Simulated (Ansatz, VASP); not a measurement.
**One calculation of HfO2, two programs**

```
CELL_PARAMETERS angstrom
5.09761 0.00000 0.00000
0.00000 -5.09761 0.00000
0.00000 0.00000 -5.09761
ATOMIC_POSITIONS crystal
Hf 0.00832 0.00832 0.00000
Hf 0.50000 0.50000 0.00000
Hf 0.50000 0.00000 0.50000
Hf 0.00000 0.50000 0.50000
O 0.25000 0.25000 0.25000
O 0.75000 0.75000 0.25000
O 0.75000 0.25000 0.75000
O 0.25000 0.75000 0.75000
O 0.75000 0.75000 0.75000
O 0.25000 0.25000 0.75000
O 0.25000 0.75000 0.25000
O 0.75000 0.25000 0.25000
```

Alike in both runs: task single point; functional PBE; k mesh 6 × 6 × 6; occupations gaussian, width 0.05 eV; no spin polarisation.

|  | VASP | Ansatz |
| --- | --- | --- |
| version | VASP 6.6.1 | Ansatz 0.2.0 |
| potentials or method | VASP PAW PBE potentials, release 64 (Hf_pv, O), cutoff 520 eV | scalar-relativistic, plane waves, PAW |
| valence electrons in the cell | 88 | 152 |

|  | VASP | Ansatz | Ansatz less VASP |
| --- | --- | --- | --- |
| gap on the k mesh at the Fermi level (eV) | 3.73 | 3.72 | -0.009 |
| least direct gap on the mesh (eV) | 3.73 | 3.72 | -0.009 |
| pressure (GPa) | -3.5 | 0.1 | +3.63 |
| traceless stress, the component that is largest in VASP (GPa) | -0.12 | -0.12 | 0.000 |
| rms of the force components (eV/Å) | 0.207 | 0.210 | +0.0029 |

Atom by atom the forces differ by 0.006 eV/Å (rms over components). The functional is the same, so the differences come from potentials, cutoffs and numerics. VASP's potentials hold 88 valence electrons a cell and Ansatz's 152, so a difference there can come from the potentials and not from the codes.

Neither program's run includes spin-orbit coupling.
